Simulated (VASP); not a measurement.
# BaTe (Fm-3m) in VASP: a series of runs

BaTe is run at these levels: PBE; tasks: single point, relaxation of cell and atoms.

Everything below comes from runs of VASP 6.6.1. Logs are shortened: lines on timing, memory, paths and dates and some standing lists are left out, and cuts for length are marked.

### Step 1. The cell of the first run

Symmetry: Fm-3m, No. 225, cubic system. The conventional cell has a = 7.067 Å, b = 7.067 Å, c = 7.067 Å, α = 90.00°, β = 90.00°, γ = 90.00°. Within 4.6 Å of Ba (site symmetry m-3m) lie 6 Te at 3.53 Å. Within 4.6 Å of Te (site symmetry m-3m) lie 6 Ba at 3.53 Å.

### Step 2. Single point, PBE

INCAR

```
ALGO = Normal
EDIFF = 1E-6
ENCUT = 520
GGA = PE
ISIF = 2
ISMEAR = 0
LASPH = T
LCHARG = F
LREAL = F
LWAVE = F
NBANDS = 15
NELM = 60
PREC = Accurate
SIGMA = 0.02
```

KPOINTS

```
k-points
0
Gamma
  8 8 8
```

POSCAR

```
BaTe
1.0
    0.0000000000      3.5332888708      3.5332888708
    3.5332888708      0.0000000000      3.5332888708
    3.5332888708      3.5332888708      0.0000000000
Ba Te
1 1
Direct
    0.0000000000      0.0000000000      0.0000000000
    0.5000000000      0.5000000000      0.5000000000
```

Potentials or basis: VASP PAW PBE potentials, release 64 (Ba_sv, Te).

On the command line:

```console
cat potpaw_PBE.64/Ba_sv/POTCAR potpaw_PBE.64/Te/POTCAR > POTCAR
mpirun -np 1 vasp_std > vasp.out
```

OUTCAR:

```text
EDIFF = 1E-6
   ENCUT = 520
   GGA = PE
   ISIF = 2
   ISMEAR = 0
   LASPH = T
   LREAL = F
   NELM = 60
   PREC = Accurate

 ion  position               nearest neighbor table
   1  0.000  0.000  0.000-   2 3.53   2 3.53   2 3.53   2 3.53   2 3.53   2 3.53
   2  0.500  0.500  0.500-   1 3.53   1 3.53   1 3.53   1 3.53   1 3.53   1 3.53

  LATTYP: Found a face centered cubic cell.
 ALAT       =     7.0665777416

  Lattice vectors:

 A1 = (   0.0000000000,   3.5332888708,   3.5332888708)
 A2 = (   3.5332888708,   0.0000000000,   3.5332888708)
 A3 = (   3.5332888708,   3.5332888708,   0.0000000000)

Analysis of symmetry for initial positions (statically):
=====================================================================
 Subroutine PRICEL returns:
 Original cell was already a primitive cell.

 Routine SETGRP: Setting up the symmetry group for a
 face centered cubic supercell.

 Subroutine GETGRP returns: Found 48 space group operations
 (whereof 48 operations were pure point group operations)
 out of a pool of 48 trial point group operations.

The static configuration has the point symmetry O_h .

Analysis of symmetry for dynamics (positions and initial velocities):
=====================================================================
 Subroutine PRICEL returns:
 Original cell was already a primitive cell.

 Routine SETGRP: Setting up the symmetry group for a
 face centered cubic supercell.

 Subroutine GETGRP returns: Found 48 space group operations
 (whereof 48 operations were pure point group operations)
 out of a pool of 48 trial point group operations.

The dynamic configuration has the point symmetry O_h .

 Subroutine INISYM returns: Found 48 space group operations
 (whereof 48 operations are pure point group operations),
 and found     1 'primitive' translations

----------------------------------------------------------------------------------------

                                     Primitive cell

  volume of cell :      88.2201

  direct lattice vectors                    reciprocal lattice vectors
     0.000000000  3.533288871  3.533288871    -0.141511215  0.141511215  0.141511215
     3.533288871  0.000000000  3.533288871     0.141511215 -0.141511215  0.141511215
     3.533288871  3.533288871  0.000000000     0.141511215  0.141511215 -0.141511215

  length of vectors
     4.996825041  4.996825041  4.996825041     0.245104614  0.245104614  0.245104614

[... 83 lines left out ...]
   NSW    =      0    number of steps for IOM
   IBRION =     -1    ionic relax: 0-MD 1-quasi-New 2-CG
   NFREE  =      0    steps in history (QN), initial steepest desc. (CG)
   ISIF   =      2    stress and relaxation
   ISYM   =      2    0-nonsym 1-usesym 2-fastsym
   POTIM  = 0.5000    time-step for ionic-motion
   TEBEG  =    0.0;   TEEND  =   0.0 temperature during run
   PSTRESS=    0.0 pullay stress
   NELECT =      16.0000    total number of electrons
   NUPDOWN=      -1.0000    fix difference up-down
   EMIN   =  10.00;   EMAX   =-10.00  energy-range for DOS
   EFERMI =   0.00;   METHOD = LEGACY
   ISMEAR =     0;   SIGMA  =   0.02  broadening in eV -4-tet -1-fermi 0-gaus
   EFERMI_NEDOS =   21; number of points for ismear=-14 and -15
   IALGO  =     38    algorithm
   IMIX   =      4    mixing-type and parameters
     AMIX     =   0.40;   BMIX     =  1.00
     AMIX_MAG =   1.60;   BMIX_MAG =  1.00
  volume/ion in A,a.u.               =      44.11       297.67
  Fermi-wavevector in a.u.,A,eV,Ry     =   0.926671  1.751155 11.683589  0.858720
  Thomas-Fermi vector in A             =   2.052659
   LORBIT       =      0    0 simple, 1 ext, 2 COOP (PROOUT), +10 PAW based schemes
   GGA     = PE    functional components
   LHFCALC =     F    Hartree Fock is set to
   AEXX    =    0.0000 exact exchange contribution
   IVDW    =     0    specifies the selected vdW correction
   LEPSILON=     F    determine dielectric tensor
   LRPA    =     F    only Hartree local field effects (RPA)
 non-spin polarized calculation
 Gauss-broadening in eV      SIGMA  =   0.02
  energy-cutoff  :      520.00
  volume of cell :       88.22
 maximum number of plane-waves:      2421
 NGX is ok and might be reduce to    40
   NGX = 19   NGY = 19   NGZ = 19

 number of electron      16.0000000 magnetization

 Free energy of the ion-electron system (eV)
  ---------------------------------------------------
  ext. energy  EPLUGINS =         0.00000000
  ---------------------------------------------------
  free energy    TOTEN  =        -8.62878403 eV

  energy without entropy =       -8.62878403  energy(sigma->0) =       -8.62878403

 E-fermi :   2.2395     XC(G=0):  -8.1329

 val. band max:        2.1004567524   @ k =   0.0000   0.0000   0.0000
 cond. band min:       3.6801325864   @ k =   0.5000   0.5000   0.0000
 fundamental gap:      1.5796758340
 Fermi energy:         2.2394978478

 k-point     1 :       0.0000    0.0000    0.0000
  band No.  band energies     occupation
      1     -24.9939      2.00000
      2     -10.1385      2.00000
      3     -10.1385      2.00000
      4     -10.1385      2.00000
      5      -7.3790      2.00000
      6       2.1005      2.00000
      7       2.1005      2.00000
      8       2.1005      2.00000
      9       4.9019      0.00000
     10       5.0429      0.00000
     11       5.0429      0.00000
     12       5.0429      0.00000
     13       5.6301      0.00000
     14       5.6301      0.00000
[... 401 lines left out ...]
      2     -10.4223      2.00000
      3     -10.2095      2.00000
      4     -10.1734      2.00000
      5      -6.8621      2.00000
      6       0.3386      2.00000
      7       1.1024      2.00000
      8       1.1386      2.00000
      9       5.7770      0.00000
     10       6.0408      0.00000
     11       7.2336      0.00000
     12       7.4675      0.00000
     13       7.9426      0.00000
     14       8.7968      0.00000
     15       9.9630      0.00000

 [... further k-points ...]
[... 5 lines left out ...]
  --------------------------------------------------------------------------------------
  -------------------------------------------------------------------------------------
  Total        0.1518273      0.1518273      0.1518273     -0.0000000      0.0000000     -0.0000000
  in kB        2.7573574      2.7573574      2.7573574     -0.0000000      0.0000000     -0.0000000
  external PRESSURE =       2.7573574 kB  Pullay stress =       0.0000000 kB

 VOLUME and BASIS-vectors are now :
 -----------------------------------------------------------------------------
  energy-cutoff  :      520.00
  volume of cell :       88.22
      direct lattice vectors                 reciprocal lattice vectors
     0.000000000  3.533288871  3.533288871    -0.141511215  0.141511215  0.141511215
     3.533288871  0.000000000  3.533288871     0.141511215 -0.141511215  0.141511215
     3.533288871  3.533288871  0.000000000     0.141511215  0.141511215 -0.141511215

 POSITION                                       TOTAL-FORCE (eV/Angst)
 -----------------------------------------------------------------------------------
      0.00000      0.00000      0.00000         0.000000     -0.000000     -0.000000
      3.53329      3.53329      3.53329        -0.000000      0.000000      0.000000
 -----------------------------------------------------------------------------------
    total drift:                                0.000000     -0.000000     -0.000000

  FREE ENERGIE OF THE ION-ELECTRON SYSTEM (eV)
  ---------------------------------------------------
  free  energy   TOTEN  =        -8.6287840332 eV

  energy  without entropy=       -8.6287840332  energy(sigma->0) =       -8.62878403
```

It took 43 s on 1 thread of AMD EPYC 7R43 (Zen 3), shared host; peak memory 0.21 GiB.

What came out:

* Free energy: -8.6288 eV
* Pressure: 0.3 GPa
* Band gap on the k mesh: 1.58 eV, indirect (least direct gap 1.96 eV)

Caveat: spin-orbit coupling is left out, which moves the levels of the heavy elements. A k mesh can miss the band edges.

### Step 3. Relaxation of cell and atoms, PBE

This run uses another cell than the first one, of 44.55 Å³/atom, 1.010 times its volume.

INCAR

```
  ALGO = Normal
  EDIFF = 1E-7
  EDIFFG = -0.01
  ENCUT = 600
  GGA = PE
  IBRION = 2
  ISIF = 3
  ISMEAR = 0
  LASPH = True
  LCHARG = False
  LREAL = False
  LWAVE = False
  NELM = 60
  NSW = 100
  PREC = Accurate
  SIGMA = 0.02
```

KPOINTS is that of step 2.

POSCAR

```
BaTe
1.0
    0.0000000000      3.5449197700      3.5449197700
    3.5449197700      0.0000000000      3.5449197700
    3.5449197700      3.5449197700      0.0000000000
Ba Te
1 1
Direct
    0.0000000000      0.0000000000      0.0000000000
    0.5000000000      0.5000000000      0.5000000000
```

Potentials or basis: VASP PAW PBE potentials, release 64 (Ba_sv, Te).

On the command line:

```console
cat potpaw_PBE.64/Ba_sv/POTCAR potpaw_PBE.64/Te/POTCAR > POTCAR
mpirun -np 1 vasp_std > vasp.out
```

Wall time 39 s (1 thread of AMD EPYC 7R43 (Zen 3), shared host); peak memory 0.22 GiB.

It converged, with:

```
Free energy             : -8.6298 eV
Pressure after relaxing : 0.0 GPa
Band gap on the k mesh  : 1.60 eV, indirect (least direct gap 1.98 eV)
```

Final structure:
```cif
data_structure
_symmetry_space_group_name_H-M 'P 1'
_symmetry_Int_Tables_number 1
_cell_length_a 5.0133
_cell_length_b 5.0133
_cell_length_c 5.0133
_cell_angle_alpha 60.000
_cell_angle_beta 60.000
_cell_angle_gamma 60.000
_cell_volume 89.09
loop_
_atom_site_label
_atom_site_type_symbol
_atom_site_fract_x
_atom_site_fract_y
_atom_site_fract_z
_atom_site_occupancy
Ba1 Ba 0.00000 0.00000 0.00000 1
Te1 Te 0.50000 0.50000 0.50000 1
```

Levels at points of the mesh, in eV from the valence-band top:
| k point | band 4 | band 5 | band 6 | band 7 | band 8 | band 9 | band 10 | band 11 | band 12 |
| --- | --- | --- | --- | --- | --- | --- | --- | --- | --- |
| (0.00, 0.00, 0.00) | -12.26 | -9.46 | 0.00 | 0.00 | 0.00 | 2.76 | 2.95 | 2.95 | 2.95 |
| (0.50, 0.00, 0.00) | -12.27 | -8.83 | -2.13 | -1.05 | -1.05 | 4.14 | 4.66 | 4.80 | 4.80 |
| (0.50, 0.50, 0.00) | -12.34 | -9.26 | -1.12 | -0.38 | -0.38 | 1.60 | 4.37 | 4.48 | 5.42 |

Caveat: the relaxation stopped at its first step, so nothing moved; spin-orbit coupling is left out, which moves the levels of the heavy elements. A k mesh can miss the band edges.
